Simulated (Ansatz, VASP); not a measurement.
# NaSnCl3 in VASP and in Ansatz

POSCAR

```
NaSnCl3
1.0
    5.3068889617      0.0000000000      0.0000000000
    0.0000000000      5.3068889617      0.0000000000
    0.0000000000      0.0000000000      5.6029650467
Na Sn Cl
1 1 3
Direct
    0.0000000000      0.0000000000      0.0000000000
    0.5000000000      0.5000000000      0.5000000000
    0.5000000000      0.5000000000      0.0000000000
    0.5000000000      0.0000000000      0.5000000000
    0.0000000000      0.5000000000      0.5000000000
```

The input INCAR.step1:

```
SYSTEM = NaSnCl3
  PREC = Accurate
  ENCUT = 520
  ISMEAR = -1
  SIGMA = 0.02
  LREAL = .FALSE.
  LASPH = .TRUE.
  NELM = 60
  NBANDS = 29
  GGA = PE
  ALGO = Normal
  EDIFF = 1E-4
  LWAVE = .TRUE.
  LCHARG = .FALSE.
```

INCAR.step2

```
SYSTEM = NaSnCl3
  PREC = Accurate
  ENCUT = 520
  EDIFF = 1E-6
  ISMEAR = -1
  SIGMA = 0.02
  LREAL = .FALSE.
  LASPH = .TRUE.
  NELM = 60
  ALGO = Normal
  ISIF = 2
  LWAVE = .FALSE.
  LCHARG = .FALSE.
  METAGGA = R2SCAN
  LMIXTAU = .TRUE.
  NBANDS = 29
  ISTART = 1
```

Contents of KPOINTS:

```
regular mesh
0
G
  6 6 6
  0 0 0
```

Input for Ansatz:

```yaml
crystal:
  lattice:
    - [5.3068889617, 0.0, 0.0]
    - [0.0, 5.3068889617, 0.0]
    - [0.0, 0.0, 5.6029650467]
  atoms:
    - { symbol: Na, position: [0.0, 0.0, 0.0] }
    - { symbol: Sn, position: [0.5, 0.5, 0.5] }
    - { symbol: Cl, position: [0.5, 0.5, 0.0] }
    - { symbol: Cl, position: [0.5, 0.0, 0.5] }
    - { symbol: Cl, position: [0.0, 0.5, 0.5] }
kpoints:
  mp_grid: { grid: [6, 6, 6] }
  band_path:
    path: [[0.0, 0.0, 0.0], [0.0, 0.5, 0.0], [0.5, 0.5, 0.0], [0.5, 0.5, 0.5]]
    npoints: 1
hamiltonian:
  xc: r2scan
scf:
  occupations: { method: fermi_dirac, width: 0.02 }
  n_extra_bands: 5
output:
  forces: true
  stress: true
  eigenvalues: true
```

Change from the starting cell: epitaxial_xy strain -4.0%.

Alike in both runs: task single point; functional r2SCAN; k mesh 6 × 6 × 6; occupations fermi-dirac, width 0.02 eV; no spin polarisation.

```csv
,VASP,Ansatz
version,VASP 6.6.1,Ansatz 0.2.0
potentials or method,"VASP PAW PBE potentials, release 64 (Na_pv, Sn_d, Cl)","plane waves, PAW"
plane-wave cutoff (eV),520,500
valence electrons in the cell,42,44
```

|  | VASP | Ansatz | Ansatz less VASP |
| --- | --- | --- | --- |
| pressure (GPa) | 1.9 | 1.9 | +0.04 |
| traceless stress, the component that is largest in VASP (GPa) | -2.13 | -2.12 | +0.011 |

VASP's potentials were made for PBE, not for r2SCAN. VASP's potentials hold 42 valence electrons a cell and Ansatz's 44, so a difference there can come from the potentials and not from the codes.
